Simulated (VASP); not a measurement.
Set up this calculation in VASP 6.6.1, as the native input.

| Quantity | Value |
| --- | --- |
| Task | single point |
| Functional | HSE06 |
| Potentials or basis | VASP PAW PBE potentials, release 64 (Ga_d, As) |
| Cutoff | 520 eV |
| k mesh | 6 × 6 × 6 |
| Occupations | gaussian, width 0.01 eV |
| Spin | no spin polarisation |
| Dipole correction | no |
| Grid for exact exchange (PRECFOCK) | Normal |
| Further INCAR settings | ALGO = Normal; EDIFF = 1e-06; NBANDS = 16 |
| Share of exact exchange | 0.25 |
| Screening parameter | 0.2079 1/Å |

The system is GaAs.

```
CELL_PARAMETERS angstrom
0.00000 2.83309 2.83309
2.83309 0.00000 2.83309
2.83309 2.83309 0.00000
ATOMIC_POSITIONS crystal
Ga 0.00000 0.00000 0.00000
As 0.25000 0.25000 0.25000
```

The input as run:

POSCAR

```
GaAs
1.0
    0.0000000000      2.8330850953      2.8330850953
    2.8330850953      0.0000000000      2.8330850953
    2.8330850953      2.8330850953      0.0000000000
Ga As
1 1
Direct
    0.0000000000      0.0000000000      0.0000000000
    0.2500000000      0.2500000000      0.2500000000
```

INCAR.step1

```
SYSTEM = GaAs
PREC = Accurate
ENCUT = 520
EDIFF = 1E-5
ISMEAR = 0
SIGMA = 0.01
LREAL = .False.
LASPH = .True.
NELM = 100
ALGO = Normal
ISIF = 2
LWAVE = .True.
LCHARG = .False.
GGA = PE
NBANDS = 16
```

INCAR.step2

```
SYSTEM = GaAs
PREC = Accurate
ENCUT = 520
EDIFF = 1E-6
ISMEAR = 0
SIGMA = 0.01
LREAL = .False.
LASPH = .True.
NELM = 100
ALGO = Normal
ISIF = 2
LWAVE = .False.
LCHARG = .False.
GGA = PE
LHFCALC = .True.
HFSCREEN = 0.2079
PRECFOCK = Normal
ISTART = 1
NBANDS = 16
```

KPOINTS

```
regular mesh
0
Gamma
  6 6 6
  0 0 0
```

Potentials or basis: VASP PAW PBE potentials, release 64 (Ga_d, As).

Run with:

```sh
$ cat potpaw_PBE.64/Ga_d/POTCAR potpaw_PBE.64/As/POTCAR > POTCAR
$ cp INCAR.step1 INCAR
$ mpirun -np 1 vasp_std > vasp.out
$ cp INCAR.step2 INCAR
$ mpirun -np 1 vasp_std > vasp.out
```

Results of the run:

The pressure is 0.5 GPa. The band gap on the k mesh is 1.36 eV.

Caveat: the PAW data sets were made with another functional, which shifts forces and pressure a little.

Wall time 59 min on 1 thread of Intel(R) Xeon(R) Platinum 8259CL CPU @ 2.50GHz (Skylake/Cascade Lake) (shared host), peak memory 0.3 GiB.
